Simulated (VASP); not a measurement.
Ge5H2, 28 atoms in the cell. The cell holds a slab with vacuum, 28 atoms: a = 8.147 Å, b = 8.147 Å, c = 19.518 Å, α = 90.00°, β = 90.00°, γ = 90.00°. 

```yaml
Program: VASP 6.6.1
Task: single point
Functional: PBE
Potentials_or_basis: VASP PAW PBE potentials, release 64 (Ge_d, H)
Cutoff: 410 eV
k_mesh: 3 × 3 × 1
Occupations: gaussian, width 0.05 eV
Spin: no spin polarisation
Dipole_correction: yes
Further_INCAR_settings: ALGO = Normal; EDIFF = 1e-06; NBANDS = 164; NELMDL = -8
```

Potentials or basis: VASP PAW PBE potentials, release 64 (Ge_d, H).

Run with:

```sh
$ cat potpaw_PBE.64/Ge_d/POTCAR potpaw_PBE.64/H/POTCAR > POTCAR
$ mpirun -np 1 vasp_std > vasp.out
```

Hardware: 1 thread of Intel(R) Xeon(R) Platinum 8488C (Sapphire Rapids) (shared host).

**Question.** How long does it take, and how much memory?

**Answer.** Wall time 37 min on 1 thread of Intel(R) Xeon(R) Platinum 8488C (Sapphire Rapids), on a shared host, peak memory 1 GiB. Counts: scf iterations 31, k points 4.
